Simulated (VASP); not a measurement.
# Os (Fm-3m) in VASP: further runs, part 2 of 2

VASP 6.6.1. Earlier steps stand in the parts before.

## 4. Single point, BLYP

INCAR reads:

```
SYSTEM = Os
PREC = Accurate
ENCUT = 560
EDIFF = 1E-6
ISMEAR = 0
SIGMA = 0.1
LREAL = .False.
LASPH = .True.
NELM = 120
ALGO = Normal
ISIF = 2
LWAVE = .False.
LCHARG = .False.
GGA = B5
ALDAX = 1.0
AGGAX = 1.0
AGGAC = 1.0
ALDAC = 0.0
ISYM = 0
NBANDS = 14
GGA_COMPAT = .False.
```

KPOINTS reads:

```
Automatic mesh
0
Gamma
  10 3 4
  0 0 0
```

POSCAR reads:

```
Os
1.0
    0.0000000000      1.9220413878      1.9220413878
    1.9220413878      0.0000000000      1.9220413878
    1.9220413878      1.9220413878      0.0000000000
Os
1
Direct
    0.0000000000      0.0000000000      0.0000000000
```

Potentials or basis: VASP PAW PBE potentials, release 64 (Os_sv_GW).

The run is started by

```console
$ cat potpaw_PBE.64/Os_sv_GW/POTCAR > POTCAR
$ mpirun -np 1 vasp_std > vasp.out
```

OUTCAR:

```text
SYSTEM = Os
   PREC = Accurate
   ENCUT = 560
   EDIFF = 1E-6
   ISMEAR = 0
   LREAL = .False.
   LASPH = .True.
   NELM = 120
   ISIF = 2
   GGA = B5
   ISYM = 0

 ion  position               nearest neighbor table
   1  0.000  0.000  0.000-

IMPORTANT INFORMATION: All symmetrisations will be switched off!
NOSYMM: (Re-)initialisation of all symmetry stuff for point group C_1.

----------------------------------------------------------------------------------------

                                     Primitive cell

  volume of cell :      14.2010

  direct lattice vectors                    reciprocal lattice vectors
     0.000000000  1.922041388  1.922041388    -0.260140080  0.260140080  0.260140080
     1.922041388  0.000000000  1.922041388     0.260140080 -0.260140080  0.260140080
     1.922041388  1.922041388  0.000000000     0.260140080  0.260140080 -0.260140080

  length of vectors
     2.718176998  2.718176998  2.718176998     0.450575835  0.450575835  0.450575835

  position of ions in fractional coordinates (direct lattice)
     0.000000000  0.000000000  0.000000000

  ion indices of the primitive-cell ions
   primitive index   ion index
                 1           1

----------------------------------------------------------------------------------------

 KPOINTS: Automatic mesh

Automatic generation of k-mesh.
 Grid dimensions read from file:
 generate k-points for:   10    3    4

 Generating k-lattice:

  Cartesian coordinates                     Fractional coordinates (reciprocal lattice)
    -0.026014008  0.026014008  0.026014008     0.100000000  0.000000000  0.000000000
     0.086713360 -0.086713360  0.086713360     0.000000000  0.333333333  0.000000000
     0.065035020  0.065035020 -0.065035020     0.000000000  0.000000000  0.250000000

  Length of vectors
     0.045057584  0.150191945  0.112643959

  Shift w.r.t. Gamma in fractional coordinates (k-lattice)
     0.000000000  0.000000000  0.000000000

 -----------------------------------------------------------------------------
|                                                                             |
|           W    W    AA    RRRRR   N    N  II  N    N   GGGG   !!!           |
[... 102 lines left out ...]
  energy-cutoff  :      560.00
  volume of cell :       14.20
 maximum number of plane-waves:       444
 NGX is ok and might be reduce to    24
   NGX = 11   NGY = 11   NGZ = 11

 number of electron      16.0000000 magnetization

 Free energy of the ion-electron system (eV)
  ---------------------------------------------------
  ext. energy  EPLUGINS =         0.00000000
  ---------------------------------------------------
  free energy    TOTEN  =       -10.38790983 eV

  energy without entropy =      -10.38382347  energy(sigma->0) =      -10.38586665

 E-fermi :  14.0610     XC(G=0): -13.8132

 val. band max:       14.0184764824   @ k =  -0.2000   0.3333   0.2500
 cond. band min:      14.1069547333   @ k =  -0.4000  -0.3333   0.2500
 fundamental gap:      0.0884782509
 Fermi energy:        14.0610043847

 k-point     1 :       0.0000    0.0000    0.0000
  band No.  band energies     occupation
      1     -72.0493      2.00000
      2     -31.2320      2.00000
      3     -31.1787      2.00000
      4     -31.1395      2.00000
      5       3.5089      2.00000
      6      10.9850      2.00000
      7      11.0167      2.00000
      8      11.0518      2.00000
      9      13.9753      1.77434
     10      14.0074      1.55193
     11      27.5972      0.00000
     12      33.1794      0.00000
     13      33.2194      0.00000
     14      33.2592      0.00000
[... 377 lines left out ...]
      1     -71.9444      2.00000
      2     -31.9639      2.00000
      3     -31.6650      2.00000
      4     -31.3916      2.00000
      5       8.4846      2.00000
      6       9.8997      2.00000
      7      10.3115      2.00000
      8      12.6183      2.00000
      9      14.3509      0.00004
     10      19.0193      0.00000
     11      25.7374      0.00000
     12      28.9041      0.00000
     13      31.9354      0.00000
     14      36.0845      0.00000

 [... further k-points ...]

------------------------ aborting loop because EDIFF is reached ----------------------------------------

  FORCE on cell =-STRESS in cart. coord.  units (eV):
  Direction    XX          YY          ZZ          XY          YZ          ZX
  --------------------------------------------------------------------------------------
  -------------------------------------------------------------------------------------
  Total        2.7461807      0.5112214      3.3549112      0.0546626     -0.2977370      1.1462906
  in kB      309.8285960     57.6768359    378.5065558      6.1671263    -33.5911715    129.3263720
  external PRESSURE =     248.6706626 kB  Pullay stress =       0.0000000 kB

 VOLUME and BASIS-vectors are now :
 -----------------------------------------------------------------------------
  energy-cutoff  :      560.00
  volume of cell :       14.20
      direct lattice vectors                 reciprocal lattice vectors
     0.000000000  1.922041388  1.922041388    -0.260140080  0.260140080  0.260140080
     1.922041388  0.000000000  1.922041388     0.260140080 -0.260140080  0.260140080
     1.922041388  1.922041388  0.000000000     0.260140080  0.260140080 -0.260140080

 POSITION                                       TOTAL-FORCE (eV/Angst)
 -----------------------------------------------------------------------------------
      0.00000      0.00000      0.00000        -0.000000      0.000000     -0.000000
 -----------------------------------------------------------------------------------
    total drift:                               -0.000000      0.000000     -0.000000

  FREE ENERGIE OF THE ION-ELECTRON SYSTEM (eV)
  ---------------------------------------------------
  free  energy   TOTEN  =       -10.3879098280 eV

  energy  without entropy=      -10.3838234693  energy(sigma->0) =      -10.38586665
```

OSZICAR:

```text
N       E                     dE             d eps       ncg     rms          rms(c)
DAV:   1     0.968231350726E+02    0.96823E+02   -0.11342E+04  1808   0.129E+03
DAV:   2    -0.996883177891E+01   -0.10679E+03   -0.10174E+03  2198   0.358E+02
DAV:   3    -0.114976452189E+02   -0.15288E+01   -0.15238E+01  1922   0.384E+01
DAV:   4    -0.114999702302E+02   -0.23250E-02   -0.23250E-02  2066   0.188E+00
DAV:   5    -0.114999747040E+02   -0.44738E-05   -0.44733E-05  1928   0.753E-02    0.904E+01
DAV:   6    -0.105053346218E+02    0.99464E+00   -0.11302E+00  1886   0.112E+01    0.486E+01
DAV:   7    -0.104077227900E+02    0.97612E-01   -0.47470E-01  1952   0.690E+00    0.952E+00
DAV:   8    -0.103881103252E+02    0.19612E-01   -0.67961E-02  1796   0.304E+00    0.123E+00
DAV:   9    -0.103879606212E+02    0.14970E-03   -0.85398E-04  1922   0.364E-01    0.583E-01
DAV:  10    -0.103879053192E+02    0.55302E-04   -0.81797E-05  1928   0.124E-01    0.327E-01
DAV:  11    -0.103879099002E+02   -0.45809E-05   -0.34688E-06  1832   0.231E-02    0.646E-02
DAV:  12    -0.103879098280E+02    0.72168E-07   -0.57237E-08   910   0.294E-03
   1 F= -.10387910E+02 E0= -.10385867E+02  d E =-.408636E-02
```

It took 16 s on 1 thread of Intel Xeon Platinum 8259CL at 2.50GHz (Skylake/Cascade Lake), shared host; peak memory 0.15 GiB.

The run converged, but its numbers aren't listed here, since they failed a check.

Caveat: the k points lie up to 0.80 Å⁻¹ apart, too coarse for converged energies and pressures of a metal; the PAW data sets were made with another functional, which shifts forces and pressure a little; spin-orbit coupling is left out, which moves the levels of the heavy elements.
